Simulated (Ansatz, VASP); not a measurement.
**Two plane-wave programs on AgOs2**

```xyz
6
Lattice="2.7668 0.0000 0.0000 -1.3834 2.3961 0.0000 0.0000 0.0000 13.9345" Properties=species:S:1:pos:R:3 pbc="T T T"
Ag    0.0000    1.5974    3.4836
Ag    1.3834    0.7987   10.4509
Os    0.0000    1.5974    7.9925
Os    1.3834    0.7987    1.0253
Os    0.0000    1.5974   12.9092
Os    1.3834    0.7987    5.9420
```

Alike in both runs: functional PBE; k mesh 6 × 6 × 2; occupations gaussian, width 0.1 eV; no spin polarisation.

Ansatz relaxed the structure, and its values are those at the end. VASP's run is a single point on that final structure, the one shown.

|  | VASP | Ansatz |
| --- | --- | --- |
| version | VASP 6.6.1 | Ansatz 0.2.0 |
| potentials or method | VASP PAW PBE potentials, release 64 (Ag, Os), cutoff 520 eV | scalar-relativistic, plane waves, PAW |
| valence electrons in the cell | 54 | 102 |

Ansatz gave:

```
gap on the k mesh at the Fermi level (eV) : none
pressure (GPa)                            : 0.0
rms of the force components (eV/Å)        : 0.011
```

Task: Which values does VASP return?

Result: gap on the k mesh at the Fermi level (eV): none; pressure (GPa): -0.3; rms of the force components (eV/Å): 0.000.

A gap of «none» marks a metal or a gap that the smearing closes. With one functional, cell and mesh, what is left measures potentials, basis and numerics. VASP's potentials hold 54 valence electrons a cell and Ansatz's 102, so a difference there can come from the potentials and not from the codes.

The k mesh is coarse, so the values compare programs but aren't converged. Spin-orbit coupling is off throughout.
